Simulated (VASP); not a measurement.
# Ge (Cmmm) in VASP: further runs, part 2 of 2

VASP 6.6.1.

### Step 4. Single point, PBEsol (strain +0.0150 x Voigt [0, 1, 0, 0, 0, 0])

File INCAR:

```
ALGO     = Normal         # electronic algorithm
EDIFF    = 1E-6           # SCF threshold, eV
ENCUT    = 520            # plane-wave cutoff, eV
GGA      = PS             # functional
ISIF     = 2              # what is computed and relaxed
ISMEAR   = 0              # smearing method
LASPH    = T              # aspherical terms in the spheres
LCHARG   = T              # write CHGCAR
LELF     = T              # ELF
LREAL    = F              # projectors in reciprocal space
LVHAR    = T            
LWAVE    = F              # write WAVECAR
NBANDS   = 13             # bands
NELM     = 60             # most SCF steps
PREC     = Accurate       # precision mode
SIGMA    = 0.15           # smearing width, eV
```

File KPOINTS:

```
k-points
0
Gamma
  20 20 18
```

File POSCAR:

```
Ge
1.0
    1.3971490000     -2.6395237400      0.0000000000
    1.3971490000      2.6395237400      0.0000000000
    0.0000000000      0.0000000000      2.6982310000
Ge
1
Direct
    0.5000000000      0.5000000000      0.0000000000
```

Potentials or basis: VASP PAW PBE potentials, release 64 (Ge_d).

Launch:

```bash
> cat potpaw_PBE.64/Ge_d/POTCAR > POTCAR
> mpirun -np 1 vasp_std > vasp.out
```

OUTCAR:

```text
EDIFF = 1E-6
   ENCUT = 520
   GGA = PS
   ISIF = 2
   ISMEAR = 0
   LASPH = T
   LREAL = F
   NELM = 60
   PREC = Accurate

 ion  position               nearest neighbor table
   1  0.500  0.500  0.000-

  LATTYP: Found a base centered orthorhombic cell.
 ALAT       =     2.7942980000
 B/A-ratio  =     1.8892213644
 C/A-ratio  =     0.9656203454

  Lattice vectors:

 A1 = (   1.3971490000,  -2.6395237400,   0.0000000000)
 A2 = (   1.3971490000,   2.6395237400,   0.0000000000)
 A3 = (   0.0000000000,   0.0000000000,   2.6982310000)

Analysis of symmetry for initial positions (statically):
=====================================================================
 Subroutine PRICEL returns:
 Original cell was already a primitive cell.

 Routine SETGRP: Setting up the symmetry group for a
 base centered orthorhombic supercell.

 Subroutine GETGRP returns: Found  8 space group operations
 (whereof  8 operations were pure point group operations)
 out of a pool of  8 trial point group operations.

The static configuration has the point symmetry D_2h.

Analysis of symmetry for dynamics (positions and initial velocities):
=====================================================================
 Subroutine PRICEL returns:
 Original cell was already a primitive cell.

 Routine SETGRP: Setting up the symmetry group for a
 base centered orthorhombic supercell.

 Subroutine GETGRP returns: Found  8 space group operations
 (whereof  8 operations were pure point group operations)
 out of a pool of  8 trial point group operations.

The dynamic configuration has the point symmetry D_2h.

 Subroutine INISYM returns: Found  8 space group operations
 (whereof  8 operations are pure point group operations),
 and found     1 'primitive' translations

----------------------------------------------------------------------------------------

                                     Primitive cell

  volume of cell :      19.9011

  direct lattice vectors                    reciprocal lattice vectors
     1.397149000 -2.639523740  0.000000000     0.357871637 -0.189428113  0.000000000
     1.397149000  2.639523740  0.000000000     0.357871637  0.189428113  0.000000000
     0.000000000  0.000000000  2.698231000     0.000000000  0.000000000  0.370613191

  length of vectors
     2.986488055  2.986488055  2.698231000     0.404913717  0.404913717  0.370613191

  position of ions in fractional coordinates (direct lattice)
     0.500000000  0.500000000  0.000000000

  ion indices of the primitive-cell ions
   primitive index   ion index
                 1           1

----------------------------------------------------------------------------------------

 KPOINTS: k-points

Automatic generation of k-mesh.
 Grid dimensions read from file:
 generate k-points for:   20   20   18

 Generating k-lattice:

  Cartesian coordinates                     Fractional coordinates (reciprocal lattice)
     0.017893582 -0.009471406  0.000000000     0.050000000 -0.000000000  0.000000000
     0.017893582  0.009471406  0.000000000    -0.000000000  0.050000000  0.000000000
     0.000000000  0.000000000  0.020589622     0.000000000  0.000000000  0.055555556

  Length of vectors
     0.020245686  0.020245686  0.020589622

  Shift w.r.t. Gamma in fractional coordinates (k-lattice)
     0.000000000  0.000000000  0.000000000

 Subroutine IBZKPT returns following result:
 ===========================================

 Found   1110 irreducible k-points:

 Following reciprocal coordinates:
            Coordinates               Weight
  0.000000  0.000000  0.000000      1.000000
  0.050000  0.000000  0.000000      4.000000
  0.100000  0.000000  0.000000      4.000000
  0.150000 -0.000000  0.000000      4.000000
  0.200000  0.000000  0.000000      4.000000
  0.250000 -0.000000  0.000000      4.000000
[... 16 lines left out ...]
 -0.400000  0.050000  0.000000      4.000000
 -0.350000  0.050000  0.000000      4.000000
 [... further k-points ...]
   k-points           NKPTS =   1110   k-points in BZ     NKDIM =   1110   number of bands    NBANDS=     13
   number of dos      NEDOS =    301   number of ions     NIONS =      1
   total plane-waves  NPLWV =  11520
   dimension x,y,z NGX =    24 NGY =   24 NGZ =   20
   dimension x,y,z NGXF=    48 NGYF=   48 NGZF=   40
   ions per type =               1
   NGX,Y,Z   is equivalent  to a cutoff of  13.36, 13.36, 12.32 a.u.
   NGXF,Y,Z  is equivalent  to a cutoff of  26.72, 26.72, 24.65 a.u.
 SYSTEM =  unknown system
   PREC   = accura    normal or accurate (medium, high low for compatibility)
   ISTART =      0    job   : 0-new  1-cont  2-samecut
   ICHARG =      2    charge: 1-file 2-atom 10-const
   ISPIN  =      1    spin polarized calculation?
   LNONCOLLINEAR =      F non collinear calculations
   LSORBIT =      F    spin-orbit coupling
   LASPH  =      T    aspherical Exc in radial PAW
   ENCUT  =  520.0 eV  38.22 Ry    6.18 a.u.   5.55  5.55  5.02*2*pi/ulx,y,z
   NELM   =     60;   NELMIN=  2; NELMDL= -5     # of ELM steps
   EDIFF  = 0.1E-05   stopping-criterion for ELM
   LREAL  =      F    real-space projection
   EDIFFG = 0.1E-04   stopping-criterion for IOM
   NSW    =      0    number of steps for IOM
   IBRION =     -1    ionic relax: 0-MD 1-quasi-New 2-CG
   NFREE  =      0    steps in history (QN), initial steepest desc. (CG)
   ISIF   =      2    stress and relaxation
   ISYM   =      2    0-nonsym 1-usesym 2-fastsym
   POTIM  = 0.5000    time-step for ionic-motion
   TEBEG  =    0.0;   TEEND  =   0.0 temperature during run
   PSTRESS=    0.0 pullay stress
   NELECT =      14.0000    total number of electrons
   NUPDOWN=      -1.0000    fix difference up-down
   EMIN   =  10.00;   EMAX   =-10.00  energy-range for DOS
   EFERMI =   0.00;   METHOD = LEGACY
   ISMEAR =     0;   SIGMA  =   0.15  broadening in eV -4-tet -1-fermi 0-gaus
   EFERMI_NEDOS =   21; number of points for ismear=-14 and -15
   IALGO  =     38    algorithm
   IMIX   =      4    mixing-type and parameters
     AMIX     =   0.40;   BMIX     =  1.00
     AMIX_MAG =   1.60;   BMIX_MAG =  1.00
  volume/ion in A,a.u.               =      19.90       134.30
  Fermi-wavevector in a.u.,A,eV,Ry     =   1.455990  2.751422 28.843081  2.119907
  Thomas-Fermi vector in A             =   2.572960
   LORBIT       =      0    0 simple, 1 ext, 2 COOP (PROOUT), +10 PAW based schemes
   GGA     = PS    functional components
   LHFCALC =     F    Hartree Fock is set to
   AEXX    =    0.0000 exact exchange contribution
   IVDW    =     0    specifies the selected vdW correction
   LEPSILON=     F    determine dielectric tensor
   LRPA    =     F    only Hartree local field effects (RPA)
 non-spin polarized calculation
 Gauss-broadening in eV      SIGMA  =   0.15
  energy-cutoff  :      520.00
  volume of cell :       19.90
 maximum number of plane-waves:       550
 NGX is ok and might be reduce to    24
   NGX = 11   NGY = 11   NGZ = 11

 number of electron      14.0000003 magnetization

 Free energy of the ion-electron system (eV)
  ---------------------------------------------------
  ext. energy  EPLUGINS =         0.00000000
  ---------------------------------------------------
  free energy    TOTEN  =        -4.72491087 eV

  energy without entropy =       -4.72023166  energy(sigma->0) =       -4.72257126

 E-fermi :   5.9283     XC(G=0): -11.1130

 val. band max:        5.9245087859   @ k =  -0.3000   0.1500   0.2778
 cond. band min:       5.9372651649   @ k =  -0.3000   0.2000   0.0556
 fundamental gap:      0.0127563790
 Fermi energy:         5.9283012523

 k-point     1 :       0.0000    0.0000    0.0000
  band No.  band energies     occupation
      1     -18.7372      2.00000
      2     -18.6770      2.00000
      3     -18.6191      2.00000
      4     -18.5276      2.00000
      5     -18.5063      2.00000
      6      -6.8333      2.00000
      7      12.6442      0.00000
      8      12.6724      0.00000
      9      14.4604      0.00000
     10      16.1228      0.00000
     11      17.9586      0.00000
     12      20.6206      0.00000
     13      20.9664      0.00000
[... 353 lines left out ...]
 k-point    24 :      -0.3500    0.0500    0.0000
  band No.  band energies     occupation
      1     -18.7052      2.00000
      2     -18.6401      2.00000
      3     -18.5726      2.00000
      4     -18.5476      2.00000
      5     -18.5311      2.00000
      6      -4.3371      2.00000
      7       4.7381      2.00000
      8       9.0163      0.00000
      9      14.9177      0.00000
     10      14.9254      0.00000
     11      19.2675      0.00000
     12      25.7866      0.00000
     13      26.0568      0.00000

 [... further k-points ...]

------------------------ aborting loop because EDIFF is reached ----------------------------------------

  FORCE on cell =-STRESS in cart. coord.  units (eV):
  Direction    XX          YY          ZZ          XY          YZ          ZX
  --------------------------------------------------------------------------------------
  -------------------------------------------------------------------------------------
  Total       -0.5338808     -0.7888915     -0.5297241      0.0000000      0.0000000      0.0000000
  in kB      -42.9810974    -63.5112200    -42.6464479      0.0000000      0.0000000      0.0000000
  external PRESSURE =     -49.7129218 kB  Pullay stress =       0.0000000 kB

 VOLUME and BASIS-vectors are now :
 -----------------------------------------------------------------------------
  energy-cutoff  :      520.00
  volume of cell :       19.90
      direct lattice vectors                 reciprocal lattice vectors
     1.397149000 -2.639523740  0.000000000     0.357871637 -0.189428113  0.000000000
     1.397149000  2.639523740  0.000000000     0.357871637  0.189428113  0.000000000
     0.000000000  0.000000000  2.698231000     0.000000000  0.000000000  0.370613191

 POSITION                                       TOTAL-FORCE (eV/Angst)
 -----------------------------------------------------------------------------------
      1.39715      0.00000      0.00000         0.000000      0.000000      0.000000
 -----------------------------------------------------------------------------------
    total drift:                               -0.000000     -0.000000     -0.000000

  FREE ENERGIE OF THE ION-ELECTRON SYSTEM (eV)
  ---------------------------------------------------
  free  energy   TOTEN  =        -4.7249108662 eV

  energy  without entropy=       -4.7202316594  energy(sigma->0) =       -4.72257126
```

Run time: 49 s. Hardware: 1 thread of Intel Xeon 6975P-C (Granite Rapids), shared host; peak memory 0.36 GiB.

Results:

```
Free energy            : -4.7249 eV
Pressure               : -5.0 GPa
Band gap on the k mesh : zero (bands 7 and 8 overlap by 9.55 eV)
```

Stress tensor (GPa, compression positive):
```
-4.30  0.00  0.00
 0.00 -6.35  0.00
 0.00  0.00 -4.26
```

Levels at points of the mesh, in eV from the Fermi level:
```
           k point  band 4  band 5  band 6  band 7  band 8  band 9  band 10  band 11
(0.00, 0.00, 0.00)  -24.46  -24.43  -12.76    6.72    6.74    8.53    10.19    12.03
(0.50, 0.00, 0.00)  -24.46  -24.46   -7.78   -5.21    3.23    7.25    10.54    16.47
(0.50, 0.50, 0.00)  -24.47  -24.44   -8.79   -5.45    5.32    9.24     9.76    15.62
(0.00, 0.00, 0.50)  -24.50  -24.46   -8.97   -5.62    9.55   11.36    15.62    15.71
(0.50, 0.00, 0.50)  -24.46  -24.36   -3.61   -2.13   -1.59    3.66     6.11    11.41
(0.50, 0.50, 0.50)  -24.47  -24.39   -4.75   -2.35   -2.30    3.21     8.21    13.55
```

Caveat: the cell differs from its parent crystal (strain +0.0150 x Voigt [0, 1, 0, 0, 0, 0]); the cell stands under tension; the PAW data sets were made with another functional, which shifts forces and pressure a little.

### Step 5. The runs side by side

| cell | gap on the mesh (eV) | pressure (GPa) |
| --- | --- | --- |
| a = 2.964, b = 2.964, c = 2.698 Å, angles 90.0, 90.0, 123.7°, 1 atom | none | -4.5 |
| a = 2.975, b = 2.975, c = 2.698 Å, angles 90.0, 90.0, 124.0°, 1 atom | none | -4.7 |
| a = 2.986, b = 2.986, c = 2.698 Å, angles 90.0, 90.0, 124.2°, 1 atom | none | -5.0 |

Alike in all rows: task single point; level PBEsol; potentials or basis VASP PAW PBE potentials, release 64 (Ge_d); no spin polarisation; k mesh 20 × 20 × 18; cutoff (eV) 520; smearing gaussian 0.15 eV.

Caveats: the cell stands under tension; the PAW data sets were made with another functional, which shifts forces and pressure a little.

Total energies depend on the potentials used, so only differences within one code and one set of settings carry meaning.
